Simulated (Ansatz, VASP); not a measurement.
**One calculation of BN, two programs**

```xyz
2
Lattice="1.2531 0.8470 3.3220 -1.2531 0.8470 3.3220 0.0000 -1.3233 3.2406" Properties=species:S:1:pos:R:3 pbc="T T T"
B     0.0000    0.3706    9.8817
N     0.0000    0.1233    3.2890
```

Change from the starting cell: strain +0.0750 x Voigt [0, 0, 0, 1, 0, 0], atoms carried along.

Alike in both runs: task single point; functional PBE; dispersion D3(BJ); k mesh 12 × 12 × 12; occupations gaussian, width 0.05 eV; no spin polarisation.

```csv
,VASP,Ansatz
version,VASP 6.6.1,Ansatz 0.2.0
potentials or method,"VASP PAW PBE potentials, release 64 (B, N), cutoff 520 eV","scalar-relativistic, plane waves, PAW"
valence electrons in the cell,8,8
```

VASP gave:

| Property | Result |
| --- | --- |
| gap on the k mesh at the Fermi level (eV) | 3.93 |
| least direct gap on the mesh (eV) | 4.54 |
| pressure (GPa) | -0.1 |
| traceless stress, the component that is largest in VASP (GPa) | -0.50 |
| rms of the force components (eV/Å) | 0.004 |

Question: Estimate Ansatz's values.

Answer: gap on the k mesh at the Fermi level (eV): 3.94; least direct gap on the mesh (eV): 4.54; pressure (GPa): -0.2; traceless stress, the component that is largest in VASP (GPa): -0.51; rms of the force components (eV/Å): 0.004.

Atom by atom the forces differ by 0.000 eV/Å (rms over components).
